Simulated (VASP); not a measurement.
Here is a VASP 6.6.1 calculation.

The input POSCAR:

```
ZnS
1.0
    3.4377918341      0.0000000000      0.0000000000
   -1.7188959170      2.9772150612      0.0000000000
    0.0000000000      0.0000000000      5.7865434042
Zn S
2 2
Direct
    0.3333333333      0.6666666667      0.0094179163
    0.6666666667      0.3333333333      0.5094179163
    0.3333333333      0.6666666667      0.3755820837
    0.6666666667      0.3333333333      0.8755820837
```

INCAR.step1

```
ALGO = Normal
EDIFF = 1E-4
ENCUT = 520
GGA = PE
ISMEAR = 0
LASPH = T
LCHARG = F
LREAL = F
LWAVE = T
NBANDS = 26
NELM = 80
PREC = Accurate
SIGMA = 0.01
```

Contents of INCAR.step2:

```
ALGO = Normal
EDIFF = 1E-6
ENCUT = 520
ISIF = 2
ISMEAR = 0
ISTART = 1
LASPH = T
LCHARG = F
LMIXTAU = T
LREAL = F
LWAVE = F
METAGGA = R2SCAN
NBANDS = 26
NELM = 80
PREC = Accurate
SIGMA = 0.01
```

The input KPOINTS:

```
k-points
0
Gamma
  6 6 4
```

Potentials or basis: VASP PAW PBE potentials, release 64 (Zn, S).

The run is started by

```sh
$ cat potpaw_PBE.64/Zn/POTCAR potpaw_PBE.64/S/POTCAR > POTCAR
$ cp INCAR.step1 INCAR
$ mpirun -np 1 vasp_std > vasp.out
$ cp INCAR.step2 INCAR
$ mpirun -np 1 vasp_std > vasp.out
```

Task: What does it give for the pressure?

Result: 40.3 GPa.

Task: What does it give for the band gap on the k mesh?

Result: 3.18 eV, indirect (least direct gap 4.04 eV).

Caveat: the PAW data sets were made with another functional, which shifts forces and pressure a little. r2SCAN opens gaps a little over a GGA but as a rule still falls short of measured ones.
